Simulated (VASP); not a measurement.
# Ge in VASP: notebook

Runs on Ge. Level: PBE. Tasks: relaxation of cell and atoms, single point.

All numbers are computed with VASP 6.6.1; they aren't measurements. Logs are shortened: lines on timing, memory, paths and dates and some standing lists are left out, and cuts for length are marked.

### 1 The cell of the first run

It takes space group Cmmm (No. 65, orthorhombic). Conventional cell: a = 3.764 Å, b = 3.994 Å, c = 2.680 Å, α = 90.00°, β = 90.00°, γ = 90.00°. Within 3.5 Å of Ge (site symmetry mmm) lie 6 Ge at 2.68 to 2.74 Å.

### 2 Relaxation of cell and atoms, PBE

File INCAR:

```
ALGO     = Normal         # electronic algorithm
EDIFF    = 1E-6           # SCF threshold, eV
EDIFFG   = -0.01          # ionic threshold
ENCUT    = 600            # plane-wave cutoff, eV
GGA      = PE             # functional
IBRION   = 2              # ionic algorithm
ISIF     = 3              # what is computed and relaxed
ISMEAR   = 0              # smearing method
LASPH    = True           # aspherical terms in the spheres
LCHARG   = False          # write CHGCAR
LREAL    = False          # projectors in reciprocal space
LWAVE    = False          # write WAVECAR
NELM     = 100            # most SCF steps
NSW      = 100            # ionic steps
PREC     = Accurate       # precision mode
SIGMA    = 0.1            # smearing width, eV
```

File KPOINTS:

```
k-points
0
Gamma
  20 20 20
```

File POSCAR:

```
Ge
1.0
    1.8822150818     -1.9970170282      0.0000000000
    1.8822150818      1.9970170282      0.0000000000
    0.0000000000      0.0000000000      2.6800425478
Ge
1
Direct
    0.0000000000      0.0000000000      0.0000000000
```

Potentials or basis: VASP PAW PBE potentials, release 64 (Ge_d).

On the command line:

```bash
$ cat potpaw_PBE.64/Ge_d/POTCAR > POTCAR
$ mpirun -np 1 vasp_std > vasp.out
```

OUTCAR:

```text
EDIFF = 1E-6
   EDIFFG = -0.01
   ENCUT = 600
   GGA = PE
   IBRION = 2
   ISIF = 3
   ISMEAR = 0
   LASPH = True
   LREAL = False
   NELM = 100
   NSW = 100
   PREC = Accurate

 ion  position               nearest neighbor table
   1  0.000  0.000  0.000-

  LATTYP: Found a base centered orthorhombic cell.
 ALAT       =     3.7644301636
 B/A-ratio  =     1.0609930010
 C/A-ratio  =     0.7119384426

  Lattice vectors:

 A1 = (   1.8822150818,  -1.9970170282,   0.0000000000)
 A2 = (   1.8822150818,   1.9970170282,   0.0000000000)
 A3 = (   0.0000000000,   0.0000000000,   2.6800425478)

Analysis of symmetry for initial positions (statically):
=====================================================================
 Subroutine PRICEL returns:
 Original cell was already a primitive cell.

 Routine SETGRP: Setting up the symmetry group for a
 base centered orthorhombic supercell.

 Subroutine GETGRP returns: Found  8 space group operations
 (whereof  8 operations were pure point group operations)
 out of a pool of  8 trial point group operations.

The static configuration has the point symmetry D_2h.

Analysis of symmetry for dynamics (positions and initial velocities):
=====================================================================
 Subroutine PRICEL returns:
 Original cell was already a primitive cell.

 Routine SETGRP: Setting up the symmetry group for a
 base centered orthorhombic supercell.

 Subroutine GETGRP returns: Found  8 space group operations
 (whereof  8 operations were pure point group operations)
 out of a pool of  8 trial point group operations.

The dynamic configuration has the point symmetry D_2h.

 Subroutine INISYM returns: Found  8 space group operations
 (whereof  8 operations are pure point group operations),
 and found     1 'primitive' translations

----------------------------------------------------------------------------------------

                                     Primitive cell

  volume of cell :      20.1476

  direct lattice vectors                    reciprocal lattice vectors
     1.882215082 -1.997017028  0.000000000     0.265644455 -0.250373428  0.000000000
     1.882215082  1.997017028  0.000000000     0.265644455  0.250373428  0.000000000
     0.000000000  0.000000000  2.680042548     0.000000000  0.000000000  0.373128405

  length of vectors
     2.744232247  2.744232247  2.680042548     0.365039491  0.365039491  0.373128405

  position of ions in fractional coordinates (direct lattice)
     0.000000000  0.000000000  0.000000000

  ion indices of the primitive-cell ions
   primitive index   ion index
                 1           1

----------------------------------------------------------------------------------------

 KPOINTS: k-points

Automatic generation of k-mesh.
 Grid dimensions read from file:
 generate k-points for:   20   20   20

 Generating k-lattice:

  Cartesian coordinates                     Fractional coordinates (reciprocal lattice)
     0.013282223 -0.012518671  0.000000000     0.050000000  0.000000000  0.000000000
     0.013282223  0.012518671  0.000000000     0.000000000  0.050000000  0.000000000
     0.000000000  0.000000000  0.018656420     0.000000000  0.000000000  0.050000000

  Length of vectors
     0.018251975  0.018251975  0.018656420

  Shift w.r.t. Gamma in fractional coordinates (k-lattice)
     0.000000000  0.000000000  0.000000000

 Subroutine IBZKPT returns following result:
 ===========================================

 Found   1221 irreducible k-points:

 Following reciprocal coordinates:
            Coordinates               Weight
  0.000000  0.000000  0.000000      1.000000
  0.050000  0.000000  0.000000      4.000000
  0.100000  0.000000  0.000000      4.000000
  0.150000  0.000000  0.000000      4.000000
  0.200000  0.000000  0.000000      4.000000
  0.250000  0.000000  0.000000      4.000000
[... 16 lines left out ...]
 -0.400000  0.050000  0.000000      4.000000
 -0.350000  0.050000  0.000000      4.000000
 [... further k-points ...]
   k-points           NKPTS =   1221   k-points in BZ     NKDIM =   1221   number of bands    NBANDS=     11
   number of dos      NEDOS =    301   number of ions     NIONS =      1
   total plane-waves  NPLWV =  13824
   dimension x,y,z NGX =    24 NGY =   24 NGZ =   24
   dimension x,y,z NGXF=    48 NGYF=   48 NGZF=   48
   ions per type =               1
   NGX,Y,Z   is equivalent  to a cutoff of  14.54, 14.54, 14.89 a.u.
   NGXF,Y,Z  is equivalent  to a cutoff of  29.08, 29.08, 29.77 a.u.
 SYSTEM =  unknown system
   PREC   = accura    normal or accurate (medium, high low for compatibility)
   ISTART =      0    job   : 0-new  1-cont  2-samecut
   ICHARG =      2    charge: 1-file 2-atom 10-const
   ISPIN  =      1    spin polarized calculation?
   LNONCOLLINEAR =      F non collinear calculations
   LSORBIT =      F    spin-orbit coupling
   LASPH  =      T    aspherical Exc in radial PAW
   ENCUT  =  600.0 eV  44.10 Ry    6.64 a.u.   5.48  5.48  5.35*2*pi/ulx,y,z
   NELM   =    100;   NELMIN=  2; NELMDL= -5     # of ELM steps
   EDIFF  = 0.1E-05   stopping-criterion for ELM
   LREAL  =      F    real-space projection
   EDIFFG = -.1E-01   stopping-criterion for IOM
   NSW    =    100    number of steps for IOM
   IBRION =      2    ionic relax: 0-MD 1-quasi-New 2-CG
   NFREE  =      1    steps in history (QN), initial steepest desc. (CG)
   ISIF   =      3    stress and relaxation
   ISYM   =      2    0-nonsym 1-usesym 2-fastsym
   POTIM  = 0.5000    time-step for ionic-motion
   TEBEG  =    0.0;   TEEND  =   0.0 temperature during run
   PSTRESS=    0.0 pullay stress
   NELECT =      14.0000    total number of electrons
   NUPDOWN=      -1.0000    fix difference up-down
   EMIN   =  10.00;   EMAX   =-10.00  energy-range for DOS
   EFERMI =   0.00;   METHOD = LEGACY
   ISMEAR =     0;   SIGMA  =   0.10  broadening in eV -4-tet -1-fermi 0-gaus
   EFERMI_NEDOS =   21; number of points for ismear=-14 and -15
   IALGO  =     38    algorithm
   IMIX   =      4    mixing-type and parameters
     AMIX     =   0.40;   BMIX     =  1.00
     AMIX_MAG =   1.60;   BMIX_MAG =  1.00
  volume/ion in A,a.u.               =      20.15       135.96
  Fermi-wavevector in a.u.,A,eV,Ry     =   1.450029  2.740157 28.607383  2.102583
  Thomas-Fermi vector in A             =   2.567688
   LORBIT       =      0    0 simple, 1 ext, 2 COOP (PROOUT), +10 PAW based schemes
   GGA     = PE    functional components
   LHFCALC =     F    Hartree Fock is set to
   AEXX    =    0.0000 exact exchange contribution
   IVDW    =     0    specifies the selected vdW correction
   LEPSILON=     F    determine dielectric tensor
   LRPA    =     F    only Hartree local field effects (RPA)
 conjugate gradient relaxation of ions
 non-spin polarized calculation
 Gauss-broadening in eV      SIGMA  =   0.10
  energy-cutoff  :      600.00
  volume of cell :       20.15
 maximum number of plane-waves:       690
 NGX is ok and might be reduce to    24

--------------------------------------- Ionic step        1  -------------------------------------------

 number of electron      13.9999998 magnetization

 Free energy of the ion-electron system (eV)
  ---------------------------------------------------
  ext. energy  EPLUGINS =         0.00000000
  ---------------------------------------------------
  free energy    TOTEN  =        -4.26697849 eV

  energy without entropy =       -4.26441446  energy(sigma->0) =       -4.26569647

------------------------ aborting loop because EDIFF is reached ----------------------------------------

  FORCE on cell =-STRESS in cart. coord.  units (eV):
  Direction    XX          YY          ZZ          XY          YZ          ZX
  --------------------------------------------------------------------------------------
  -------------------------------------------------------------------------------------
  Total       -0.1054917     -0.2172156      0.0095380     -0.0000000      0.0000000      0.0000000
  in kB       -8.3889215    -17.2734420      0.7584822     -0.0000000      0.0000000      0.0000000
  external PRESSURE =      -8.3012938 kB  Pullay stress =       0.0000000 kB
[... 86 lines left out ...]
  FREE ENERGIE OF THE ION-ELECTRON SYSTEM (eV)
  ---------------------------------------------------
  free  energy   TOTEN  =        -4.2682771407 eV

  energy  without entropy=       -4.2656472724  energy(sigma->0) =       -4.26696221

[... ionic steps 4 to 16 ...]

--------------------------------------- Ionic step       17  -------------------------------------------

 number of electron      13.9999996 magnetization

------------------------ aborting loop because EDIFF is reached ----------------------------------------

  FORCE on cell =-STRESS in cart. coord.  units (eV):
  Direction    XX          YY          ZZ          XY          YZ          ZX
  --------------------------------------------------------------------------------------
  -------------------------------------------------------------------------------------
  Total       -0.0204388     -0.0161518     -0.0247712      0.0000000      0.0000000      0.0000000
  in kB       -1.6377069     -1.2942034     -1.9848461      0.0000000      0.0000000      0.0000000
  external PRESSURE =      -1.6389188 kB  Pullay stress =       0.0000000 kB
[... 55 lines left out ...]
  energy  without entropy=       -4.2686100143  energy(sigma->0) =       -4.26986181

--------------------------------------- Ionic step       19  -------------------------------------------

 number of electron      13.9999995 magnetization

 Free energy of the ion-electron system (eV)
  ---------------------------------------------------
  ext. energy  EPLUGINS =         0.00000000
  ---------------------------------------------------
  free energy    TOTEN  =        -4.27111641 eV

  energy without entropy =       -4.26860913  energy(sigma->0) =       -4.26986277

 E-fermi :   5.8839     XC(G=0): -10.9024

 val. band max:        5.8832466252   @ k =   0.3000   0.3000   0.2000
 cond. band min:       5.8912729392   @ k =  -0.4500   0.4500   0.4000
 fundamental gap:      0.0080263140
 Fermi energy:         5.8838785512

 k-point     1 :       0.0000    0.0000    0.0000
  band No.  band energies     occupation
      1     -18.7693      2.00000
      2     -18.7692      2.00000
      3     -18.5274      2.00000
      4     -18.5273      2.00000
      5     -18.5269      2.00000
      6      -6.8184      2.00000
      7      12.4698      0.00000
      8      12.4818      0.00000
      9      12.4829      0.00000
     10      15.9141      0.00000
     11      15.9177      0.00000
[... 309 lines left out ...]
 k-point    24 :      -0.3500    0.0500    0.0000
  band No.  band energies     occupation
      1     -18.7553      2.00000
      2     -18.6171      2.00000
      3     -18.5794      2.00000
      4     -18.5771      2.00000
      5     -18.5245      2.00000
      6      -4.4657      2.00000
      7       2.7115      2.00000
      8      13.7063      0.00000
      9      14.5209      0.00000
     10      18.4041      0.00000
     11      19.8178      0.00000

 [... further k-points ...]

------------------------ aborting loop because EDIFF is reached ----------------------------------------

  FORCE on cell =-STRESS in cart. coord.  units (eV):
  Direction    XX          YY          ZZ          XY          YZ          ZX
  --------------------------------------------------------------------------------------
  -------------------------------------------------------------------------------------
  Total       -0.0096323     -0.0032105     -0.0043986     -0.0000000      0.0000000      0.0000000
  in kB       -0.7737444     -0.2578923     -0.3533305     -0.0000000      0.0000000      0.0000000
  external PRESSURE =      -0.4616557 kB  Pullay stress =       0.0000000 kB
[... 16 lines left out ...]
  FREE ENERGIE OF THE ION-ELECTRON SYSTEM (eV)
  ---------------------------------------------------
  free  energy   TOTEN  =        -4.2711164100 eV

  energy  without entropy=       -4.2686091289  energy(sigma->0) =       -4.26986277

 reached required accuracy - stopping structural energy minimisation
```

It took 26 min on 1 thread of Intel Xeon Platinum 8259CL at 2.50GHz (Skylake/Cascade Lake), shared host; peak memory 0.48 GiB.

Results:

```
Free energy                            : -4.2711 eV
Relaxed volume                         : 19.95 Å³/atom
Relaxed cell                           : a = 2.712 Å, b = 2.712 Å, c = 2.712 Å, α = 90.00°, β = 90.00°, γ = 89.88°
Space group after relaxing (to 0.05 Å) : Pm-3m (No. 221)
Energy gained by relaxing              : 4.1 meV/atom
Ionic steps                            : 19
Pressure after relaxing                : 0.0 GPa
Band gap on the k mesh                 : zero (band 7 reaches 12.47 eV, above the bottom of band 8 at 3.39 eV)
```

The path:
| step | energy change (eV) | largest force (eV/Å) | pressure (GPa) | volume (Å³) |
| --- | --- | --- | --- | --- |
| 1 | 0.0000 | 0.0000 | -0.83 | 20.15 |
| 2 | -0.0013 | 0.0000 | 0.49 | 19.84 |
| 3 | -0.0013 | 0.0000 | 0.23 | 19.86 |
| 4 | -0.0013 | 0.0000 | 0.29 | 19.85 |
| 5 | -0.0019 | 0.0000 | 0.05 | 19.90 |
| 6 | -0.0024 | 0.0000 | -0.15 | 19.96 |
| 7 | -0.0027 | 0.0000 | -0.56 | 20.07 |
| 8 | -0.0028 | 0.0000 | -0.34 | 20.01 |
| 9 | -0.0028 | 0.0000 | -0.21 | 20.03 |
| 10 | -0.0033 | 0.0000 | -0.42 | 20.02 |
| 11 | -0.0035 | 0.0000 | -0.13 | 19.97 |
| 12 | -0.0036 | 0.0000 | 0.04 | 19.99 |
| 13 | -0.0040 | 0.0000 | -0.08 | 19.99 |
| 14 | -0.0041 | 0.0000 | -0.14 | 19.99 |
| 15 | -0.0041 | 0.0000 | -0.13 | 20.00 |
| 16 | -0.0041 | 0.0000 | -0.21 | 20.00 |
| 17 | -0.0041 | 0.0000 | -0.16 | 20.00 |
| 18 | -0.0041 | 0.0000 | 0.15 | 19.93 |
| 19 | -0.0041 | 0.0000 | -0.05 | 19.95 |

Final structure:
```
Ge
1.0
     1.91978   -1.91574    0.00000
     1.91978    1.91574    0.00000
     0.00000    0.00000    2.71160
Ge
1
Direct
  0.00000 0.00000 0.00000
```

### 3 Single point, PBE

This run uses another cell than the first one: it holds 4 atoms, not 1.

File INCAR:

```
SYSTEM = Ge
PREC = Accurate
ENCUT = 520
EDIFF = 1E-6
ISMEAR = 0
SIGMA = 0.1
LREAL = .FALSE.
LASPH = .TRUE.
NELM = 100
ALGO = Normal
ISIF = 2
LWAVE = .FALSE.
LCHARG = .TRUE.
GGA = PE
LELF = .TRUE.
LVHAR = .TRUE.
NBANDS = 36
```

File KPOINTS:

```
Automatic mesh
0
G
  4 4 4
  0 0 0
```

File POSCAR:

```
Ge
1.0
    2.6800425478     -3.7644301635      0.0000000000
    2.6800425478      3.7644301635      0.0000000000
    0.0000000000      0.0000000000      3.9940340564
Ge
4
Direct
    0.7500000000      0.2500000000      0.4999434516
    0.2500000000      0.7500000000      0.5000565484
    0.0000000000      0.0000000000      0.0000000000
    0.5000000000      0.5000000000      0.0000000000
```

Potentials or basis: VASP PAW PBE potentials, release 64 (Ge_d).

On the command line:

```bash
$ cat potpaw_PBE.64/Ge_d/POTCAR > POTCAR
$ mpirun -np 1 vasp_std > vasp.out
```

Wall time 59 s (1 thread of Intel Xeon Platinum 8259CL at 2.50GHz (Skylake/Cascade Lake), shared host); peak memory 0.2 GiB.

It converged, with:

```
Free energy            : -17.0002 eV
Pressure               : -0.3 GPa
Band gap on the k mesh : zero (band 28 reaches 7.25 eV, above the bottom of band 29 at 5.11 eV)
```

Stress tensor (GPa, compression positive):
```
-0.10  0.00  0.00
 0.00 -0.39  0.00
 0.00  0.00 -0.41
```

Levels at points of the mesh, in eV from the Fermi level:
```csv
k point,band 26,band 27,band 28,band 29,band 30,band 31
"(0.00, 0.00, 0.00)",-3.21,-2.99,-2.08,2.89,2.89,3.21
"(0.50, 0.00, 0.00)",-1.13,-0.27,-0.27,0.35,0.35,4.31
"(0.50, 0.50, 0.00)",-0.18,-0.18,0.03,0.08,0.46,0.46
"(0.00, 0.00, 0.50)",-2.58,-2.28,-2.28,0.43,0.43,1.29
"(0.50, 0.00, 0.50)",-2.24,-2.24,-2.24,2.34,2.34,2.34
"(0.50, 0.50, 0.50)",-5.49,-3.40,-3.40,3.47,3.47,5.24
```

Caveat: the k points lie up to 0.39 Å⁻¹ apart.
